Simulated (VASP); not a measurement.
Here is a VASP 6.6.1 calculation.

INCAR

```
SYSTEM = TiSi16
PREC = Accurate ; ENCUT = 520
EDIFF = 1E-7 ; ISMEAR = -1
SIGMA = 0.02 ; LREAL = Auto
LASPH = .True. ; NELM = 80
ALGO = Normal ; ISIF = 2
LWAVE = .False. ; LCHARG = .False.
GGA = PE ; IVDW = 12
NBANDS = 52
```

The input KPOINTS:

```
regular mesh
0
Gamma
  2 2 2
  0 0 0
```

POSCAR

```
TiSi16
1.0
    0.0000000000      5.4300000000      5.4300000000
    5.4300000000      0.0000000000      5.4300000000
    5.4300000000      5.4300000000      0.0000000000
Si Ti
16 1
Direct
    0.0152980663     -0.0446829650      0.0146800184
    0.1190598527      0.1103627993      0.1183887661
   -0.0227976980      0.0097023020      0.5065332413
    0.1190604972      0.1103579190      0.6521625230
   -0.0017688766      0.4877775322     -0.0024138122
    0.1365120626      0.5917162983      0.1358724678
   -0.0017670350      0.4877720074      0.5163788214
    0.1150752302      0.6360126151      0.6244409761
    0.5071857274      0.0097407919     -0.0234798343
    0.6527987109      0.1104082873      0.1183815838
    0.5071878453      0.0097366483      0.5065261510
    0.6097296501      0.1721412523      0.6090495396
    0.5169983425      0.4878255985     -0.0024259669
    0.6250854512      0.6360548803      0.1144068140
    0.4854358195      0.5449914365      0.4847711786
    0.6250873849      0.6360505525      0.6244245856
    0.2658523941      1.2036971455      0.2652122468
```

Potentials or basis: VASP PAW PBE potentials, release 64 (Si, Ti_sv).

The run is started by

```bash
$ cat potpaw_PBE.64/Si/POTCAR potpaw_PBE.64/Ti_sv/POTCAR > POTCAR
$ mpirun -np 1 vasp_std > vasp.out
```

**Question.** Estimate the band gap on the k mesh.

**Answer.** Zero (bands 38 and 39 overlap by 0.33 eV).

**Question.** Estimate the dispersion energy per atom.

**Answer.** -0.343 eV.

Forces on the atoms (eV/Å):
```
Si   0.079 -0.079  0.079
Si  -0.014  0.290 -0.015
Si  -0.094  0.094  0.030
Si  -0.290  0.014 -0.015
Si  -0.044  0.013 -0.044
Si   0.172 -0.172  0.173
Si  -0.013  0.044 -0.044
Si  -0.074  0.074 -0.036
Si   0.029  0.093 -0.094
Si  -0.014  0.014 -0.291
Si  -0.093 -0.029 -0.094
Si  -0.116  0.116 -0.114
Si  -0.044  0.044 -0.012
Si  -0.037  0.073 -0.074
Si  -0.106  0.106 -0.107
Si  -0.073  0.037 -0.074
Ti   0.734 -0.734  0.730
```

Caveat: the k points lie up to 0.50 Å⁻¹ apart.
